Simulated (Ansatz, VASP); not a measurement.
**Two plane-wave programs on LaTlCl4**

```
La Tl Cl
1.0
     4.90865    0.00000    0.00000
     0.00000    4.90865    0.00000
     0.00000    0.00000    7.66633
La Tl Cl
1 1 4
Cartesian
  0.0000 0.0000 0.0000
  2.4543 2.4543 3.8332
  2.4543 0.0000 6.0184
  0.0000 2.4543 1.6479
  2.4543 0.0000 1.6479
  0.0000 2.4543 6.0184
```

Change from the starting cell: species swapped into the TlBiF4 type (P4/mmm, No. 123).

Alike in both runs: functional PBE; k mesh 3 × 3 × 2; occupations gaussian, width 0.15 eV; no spin polarisation.

Ansatz relaxed the structure, and its values are those at the end. VASP's run is a single point on that final structure, the one shown.

|  | VASP | Ansatz |
| --- | --- | --- |
| version | VASP 6.6.1 | Ansatz 0.2.0 |
| potentials or method | VASP PAW PBE potentials, release 64 (La, Tl_d, Cl), cutoff 520 eV | scalar-relativistic, plane waves, PAW |
| valence electrons in the cell | 52 | 52 |

```csv
,VASP,Ansatz,Ansatz less VASP
gap on the k mesh at the Fermi level (eV),3.23,3.16,-0.067
least direct gap on the mesh (eV),3.25,3.18,-0.066
pressure (GPa),-0.1,0.0,+0.11
rms of the force components (eV/Å),0.008,0.006,-0.0026
```

The k mesh is coarse, so the values compare programs but aren't converged. Spin-orbit coupling is off throughout.
